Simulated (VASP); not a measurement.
# CuO (F-43m) in VASP: single point with PBEsol+U

Aim: the single point of CuO with PBEsol+U.

Program: VASP 6.6.1. These are calculated values, not measurements. Logs are shortened: lines on timing, memory, paths and dates and some standing lists are left out, and cuts for length are marked.

## (1) The cell of the first run

Symmetry: F-43m, No. 216, cubic system. Conventional cell: a = 4.655 Å, b = 4.655 Å, c = 4.655 Å, α = 90.00°, β = 90.00°, γ = 90.00°. Within 2.7 Å of Cu (site symmetry -43m) lie 4 O at 2.02 Å. O (site symmetry -43m) has 4 Cu at 2.02 Å within 2.7 Å.

## (2) Single point, PBEsol+U

Contents of INCAR:

```
SYSTEM = CuO
PREC = Accurate
ENCUT = 520
EDIFF = 1E-6
ISMEAR = 0
SIGMA = 0.05
LREAL = .False.
LASPH = .True.
NELM = 150
ALGO = Normal
ISIF = 2
LWAVE = .False.
LCHARG = .True.
LMAXMIX = 4
LDAU = .True.
LDAUTYPE = 2
LDAUL = 2 -1
LDAUU = 4 0
LDAUJ = 0 0
LDAUPRINT = 1
GGA = PS
LELF = .True.
LVHAR = .True.
NBANDS = 16
```

Contents of KPOINTS:

```
regular mesh
0
Gamma
  7 7 7
  0 0 0
```

Contents of POSCAR:

```
CuO
1.0
    0.0000000000      2.3272527300      2.3272527300
    2.3272527300      0.0000000000      2.3272527300
    2.3272527300      2.3272527300      0.0000000000
Cu O
1 1
Direct
    0.0000000000      0.0000000000      0.0000000000
    0.2500000000      0.2500000000      0.2500000000
```

Potentials or basis: VASP PAW PBE potentials, release 64 (Cu, O).

Command:

```console
$ cat potpaw_PBE.64/Cu/POTCAR potpaw_PBE.64/O/POTCAR > POTCAR
$ mpirun -np 1 vasp_std > vasp.out
```

OUTCAR:

```text
SYSTEM = CuO
   PREC = Accurate
   ENCUT = 520
   EDIFF = 1E-6
   ISMEAR = 0
   LREAL = .False.
   LASPH = .True.
   NELM = 150
   ISIF = 2
   GGA = PS

 ion  position               nearest neighbor table
   1  0.000  0.000  0.000-   2 2.02   2 2.02   2 2.02   2 2.02
   2  0.250  0.250  0.250-   1 2.02   1 2.02   1 2.02   1 2.02

  LATTYP: Found a face centered cubic cell.
 ALAT       =     4.6545054600

  Lattice vectors:

 A1 = (   0.0000000000,   2.3272527300,   2.3272527300)
 A2 = (   2.3272527300,   0.0000000000,   2.3272527300)
 A3 = (   2.3272527300,   2.3272527300,   0.0000000000)

Analysis of symmetry for initial positions (statically):
=====================================================================
 Subroutine PRICEL returns:
 Original cell was already a primitive cell.

 Routine SETGRP: Setting up the symmetry group for a
 face centered cubic supercell.

 Subroutine GETGRP returns: Found 24 space group operations
 (whereof 24 operations were pure point group operations)
 out of a pool of 48 trial point group operations.

The static configuration has the point symmetry T_d .

Analysis of symmetry for dynamics (positions and initial velocities):
=====================================================================
 Subroutine PRICEL returns:
 Original cell was already a primitive cell.

 Routine SETGRP: Setting up the symmetry group for a
 face centered cubic supercell.

 Subroutine GETGRP returns: Found 24 space group operations
 (whereof 24 operations were pure point group operations)
 out of a pool of 48 trial point group operations.

The dynamic configuration has the point symmetry T_d .

 Subroutine INISYM returns: Found 24 space group operations
 (whereof 24 operations are pure point group operations),
 and found     1 'primitive' translations

----------------------------------------------------------------------------------------

                                     Primitive cell

  volume of cell :      25.2093

  direct lattice vectors                    reciprocal lattice vectors
     0.000000000  2.327252730  2.327252730    -0.214845596  0.214845596  0.214845596
     2.327252730  0.000000000  2.327252730     0.214845596 -0.214845596  0.214845596
     2.327252730  2.327252730  0.000000000     0.214845596  0.214845596 -0.214845596

  length of vectors
     3.291232374  3.291232374  3.291232374     0.372123488  0.372123488  0.372123488

  position of ions in fractional coordinates (direct lattice)
     0.000000000  0.000000000  0.000000000
     0.250000000  0.250000000  0.250000000

  ion indices of the primitive-cell ions
   primitive index   ion index
                 1           1
                 2           2

----------------------------------------------------------------------------------------

 KPOINTS: regular mesh

Automatic generation of k-mesh.
 Grid dimensions read from file:
 generate k-points for:    7    7    7

 Generating k-lattice:

  Cartesian coordinates                     Fractional coordinates (reciprocal lattice)
    -0.030692228  0.030692228  0.030692228     0.142857143  0.000000000  0.000000000
     0.030692228 -0.030692228  0.030692228     0.000000000  0.142857143  0.000000000
     0.030692228  0.030692228 -0.030692228     0.000000000  0.000000000  0.142857143

  Length of vectors
     0.053160498  0.053160498  0.053160498

  Shift w.r.t. Gamma in fractional coordinates (k-lattice)
     0.000000000  0.000000000  0.000000000

 Subroutine IBZKPT returns following result:
 ===========================================

 Found     20 irreducible k-points:

 Following reciprocal coordinates:
            Coordinates               Weight
  0.000000  0.000000  0.000000      1.000000
  0.142857  0.000000  0.000000      8.000000
  0.285714  0.000000  0.000000      8.000000
  0.428571  0.000000  0.000000      8.000000
  0.142857  0.142857  0.000000      6.000000
  0.285714  0.142857  0.000000     24.000000
[... 12 lines left out ...]
 -0.428571  0.428571  0.142857     24.000000
 -0.285714  0.428571  0.142857     24.000000
   k-points           NKPTS =     20   k-points in BZ     NKDIM =     20   number of bands    NBANDS=     16
   number of dos      NEDOS =    301   number of ions     NIONS =      2
   total plane-waves  NPLWV =  13824
   dimension x,y,z NGX =    24 NGY =   24 NGZ =   24
   dimension x,y,z NGXF=    48 NGYF=   48 NGZF=   48
   ions per type =               1   1
   NGX,Y,Z   is equivalent  to a cutoff of  12.12, 12.12, 12.12 a.u.
   NGXF,Y,Z  is equivalent  to a cutoff of  24.25, 24.25, 24.25 a.u.
 SYSTEM =  CuO
   PREC   = accura    normal or accurate (medium, high low for compatibility)
   ISTART =      0    job   : 0-new  1-cont  2-samecut
   ICHARG =      2    charge: 1-file 2-atom 10-const
   ISPIN  =      1    spin polarized calculation?
   LNONCOLLINEAR =      F non collinear calculations
   LSORBIT =      F    spin-orbit coupling
   LASPH  =      T    aspherical Exc in radial PAW
   ENCUT  =  520.0 eV  38.22 Ry    6.18 a.u.   6.12  6.12  6.12*2*pi/ulx,y,z
   NELM   =    150;   NELMIN=  2; NELMDL= -5     # of ELM steps
   EDIFF  = 0.1E-05   stopping-criterion for ELM
   LREAL  =      F    real-space projection
   EDIFFG = 0.1E-04   stopping-criterion for IOM
   NSW    =      0    number of steps for IOM
   IBRION =     -1    ionic relax: 0-MD 1-quasi-New 2-CG
   NFREE  =      0    steps in history (QN), initial steepest desc. (CG)
   ISIF   =      2    stress and relaxation
   ISYM   =      2    0-nonsym 1-usesym 2-fastsym
   POTIM  = 0.5000    time-step for ionic-motion
   TEBEG  =    0.0;   TEEND  =   0.0 temperature during run
   PSTRESS=    0.0 pullay stress
   NELECT =      17.0000    total number of electrons
   NUPDOWN=      -1.0000    fix difference up-down
   EMIN   =  10.00;   EMAX   =-10.00  energy-range for DOS
   EFERMI =   0.00;   METHOD = LEGACY
   ISMEAR =     0;   SIGMA  =   0.05  broadening in eV -4-tet -1-fermi 0-gaus
   EFERMI_NEDOS =   21; number of points for ismear=-14 and -15
   IALGO  =     38    algorithm
   IMIX   =      4    mixing-type and parameters
     AMIX     =   0.40;   BMIX     =  1.00
     AMIX_MAG =   1.60;   BMIX_MAG =  1.00
  volume/ion in A,a.u.               =      12.60        85.06
  Fermi-wavevector in a.u.,A,eV,Ry     =   1.435614  2.712916 28.041426  2.060987
  Thomas-Fermi vector in A             =   2.554893
   LORBIT       =      0    0 simple, 1 ext, 2 COOP (PROOUT), +10 PAW based schemes
 LDA+U is selected, type is set to LDAUTYPE =  2
   angular momentum for each species LDAUL =     2   -1
   U (eV)           for each species LDAUU =   4.0  0.0
   J (eV)           for each species LDAUJ =   0.0  0.0
   GGA     = PS    functional components
   LHFCALC =     F    Hartree Fock is set to
   AEXX    =    0.0000 exact exchange contribution
   IVDW    =     0    specifies the selected vdW correction
   LEPSILON=     F    determine dielectric tensor
   LRPA    =     F    only Hartree local field effects (RPA)
 non-spin polarized calculation
 Gauss-broadening in eV      SIGMA  =   0.05
  energy-cutoff  :      520.00
  volume of cell :       25.21
 maximum number of plane-waves:       688
   NGX = 13   NGY = 13   NGZ = 13

atom =   1  type =  1  l = 2

 onsite density matrix

spin component  1

  0.9009 -0.0000 -0.0000  0.0000 -0.0000
 -0.0000  0.9009 -0.0000 -0.0000  0.0000
 -0.0000 -0.0000  0.9611 -0.0000 -0.0000
  0.0000 -0.0000 -0.0000  0.9009  0.0000
 -0.0000  0.0000 -0.0000  0.0000  0.9611

spin component  2

  0.9009 -0.0000 -0.0000  0.0000 -0.0000
 -0.0000  0.9009 -0.0000 -0.0000  0.0000
 -0.0000 -0.0000  0.9611 -0.0000 -0.0000
  0.0000 -0.0000 -0.0000  0.9009  0.0000
 -0.0000  0.0000 -0.0000  0.0000  0.9611

 occupancies and eigenvectors

  o =  0.9009  v =  1.0000  0.0000  0.0000  0.0000  0.0000  0.0000  0.0000  0.0000  0.0000  0.0000      0.0000  0.0000  0.0000  0.0000  0.0000  0.0000  0.0000  0.0000  0.0000  0.0000
  o =  0.9009  v =  0.0000  0.0004  0.0000  1.0000 -0.0000  0.0000  0.0000  0.0000  0.0000  0.0000      0.0000  0.0000  0.0000  0.0000  0.0000  0.0000  0.0000  0.0000  0.0000  0.0000
  o =  0.9009  v =  0.0000  0.0000  0.0000  0.0000  0.0000  1.0000  0.0000  0.0000  0.0000  0.0000      0.0000  0.0000  0.0000  0.0000  0.0000  0.0000  0.0000  0.0000  0.0000  0.0000
  o =  0.9009  v =  0.0000  0.0000  0.0000  0.0000  0.0000  0.0000  0.0004  0.0000  1.0000 -0.0000      0.0000  0.0000  0.0000  0.0000  0.0000  0.0000  0.0000  0.0000  0.0000  0.0000
  o =  0.9009  v =  0.0000 -1.0000  0.0000  0.0004  0.0000  0.0000  0.0000  0.0000  0.0000  0.0000      0.0000  0.0000  0.0000  0.0000  0.0000  0.0000  0.0000  0.0000  0.0000  0.0000
  o =  0.9009  v =  0.0000  0.0000  0.0000  0.0000  0.0000  0.0000 -1.0000  0.0000  0.0004  0.0000      0.0000  0.0000  0.0000  0.0000  0.0000  0.0000  0.0000  0.0000  0.0000  0.0000
  o =  0.9611  v =  0.0000  0.0000  0.0000  0.0000  0.0000  0.0000  0.0000  0.6999 -0.0000  0.7142      0.0000  0.0000  0.0000  0.0000  0.0000  0.0000  0.0000  0.0000  0.0000  0.0000
  o =  0.9611  v =  0.0000  0.0000  0.6999 -0.0000  0.7142  0.0000  0.0000  0.0000  0.0000  0.0000      0.0000  0.0000  0.0000  0.0000  0.0000  0.0000  0.0000  0.0000  0.0000  0.0000
  o =  0.9611  v =  0.0000  0.0000  0.0000  0.0000  0.0000  0.0000 -0.0000 -0.7142  0.0000  0.6999      0.0000  0.0000  0.0000  0.0000  0.0000  0.0000  0.0000  0.0000  0.0000  0.0000
  o =  0.9611  v =  0.0000 -0.0000 -0.7142  0.0000  0.6999  0.0000  0.0000  0.0000  0.0000  0.0000      0.0000  0.0000  0.0000  0.0000  0.0000  0.0000  0.0000  0.0000  0.0000  0.0000

 number of electron      16.9999985 magnetization

 Free energy of the ion-electron system (eV)
  ---------------------------------------------------
  ext. energy  EPLUGINS =         0.00000000
  ---------------------------------------------------
  free energy    TOTEN  =        -8.77187888 eV

  energy without entropy =       -8.76897355  energy(sigma->0) =       -8.77042621

 E-fermi :   2.3781     XC(G=0): -10.7960

 val. band max:        2.3639500916   @ k =   0.1429   0.0000   0.0000
 cond. band min:       2.4217446677   @ k =   0.4286   0.0000   0.0000
 fundamental gap:      0.0577945761
 Fermi energy:         2.3781086477

 k-point     1 :       0.0000    0.0000    0.0000
  band No.  band energies     occupation
      1     -15.4463      2.00000
      2      -2.0418      2.00000
      3      -2.0418      2.00000
      4      -2.0418      2.00000
      5      -0.0112      2.00000
      6      -0.0112      2.00000
[... 357 lines left out ...]
      3      -1.7477      2.00000
      4      -1.2617      2.00000
      5      -0.0281      2.00000
      6       0.1456      2.00000
[... 8 lines left out ...]
     15      23.4889      0.00000
     16      26.5768      0.00000

------------------------ aborting loop because EDIFF is reached ----------------------------------------

  FORCE on cell =-STRESS in cart. coord.  units (eV):
  Direction    XX          YY          ZZ          XY          YZ          ZX
  --------------------------------------------------------------------------------------
  -------------------------------------------------------------------------------------
  Total       -2.5908346     -2.5908346     -2.5908346      0.0000000      0.0000000      0.0000000
  in kB     -164.6605727   -164.6605727   -164.6605727      0.0000000      0.0000000      0.0000000
  external PRESSURE =    -164.6605727 kB  Pullay stress =       0.0000000 kB

 VOLUME and BASIS-vectors are now :
 -----------------------------------------------------------------------------
  energy-cutoff  :      520.00
  volume of cell :       25.21
      direct lattice vectors                 reciprocal lattice vectors
     0.000000000  2.327252730  2.327252730    -0.214845596  0.214845596  0.214845596
     2.327252730  0.000000000  2.327252730     0.214845596 -0.214845596  0.214845596
     2.327252730  2.327252730  0.000000000     0.214845596  0.214845596 -0.214845596

 POSITION                                       TOTAL-FORCE (eV/Angst)
 -----------------------------------------------------------------------------------
      0.00000      0.00000      0.00000         0.000000      0.000000      0.000000
      1.16363      1.16363      1.16363        -0.000000     -0.000000     -0.000000
 -----------------------------------------------------------------------------------
    total drift:                                0.000001      0.000001     -0.000000

  FREE ENERGIE OF THE ION-ELECTRON SYSTEM (eV)
  ---------------------------------------------------
  free  energy   TOTEN  =        -8.7718788768 eV

  energy  without entropy=       -8.7689735492  energy(sigma->0) =       -8.77042621
```

Wall time 4.4 s (1 thread of Intel Xeon 6975P-C (Granite Rapids), shared host); peak memory 0.13 GiB.

Results:

| Property | Result |
| --- | --- |
| Free energy | -8.7719 eV |
| Pressure | -16.5 GPa |

Levels at points of the mesh, in eV from the Fermi level:
```csv
k point,band 5,band 6,band 7,band 8,band 9,band 10,band 11,band 12,band 13,band 14
"(0.00, 0.00, 0.00)",-2.39,-2.39,0.74,0.74,0.74,1.36,14.37,14.37,14.37,20.56
```

Eigenvalues of the final occupation matrices:
| site | spin | trace | eigenvalues |
| --- | --- | --- | --- |
| site 1 d | 1 | 4.62 | 0.90 0.90 0.90 0.96 0.96 |
| site 1 d | 2 | 4.62 | 0.90 0.90 0.90 0.96 0.96 |

Caveat: the PAW data sets were made with another functional, which shifts forces and pressure a little; an odd number of electrons without spin polarisation forces a metal; a magnetic or distorted state may lie lower; U without spin polarisation on a metal has little footing.
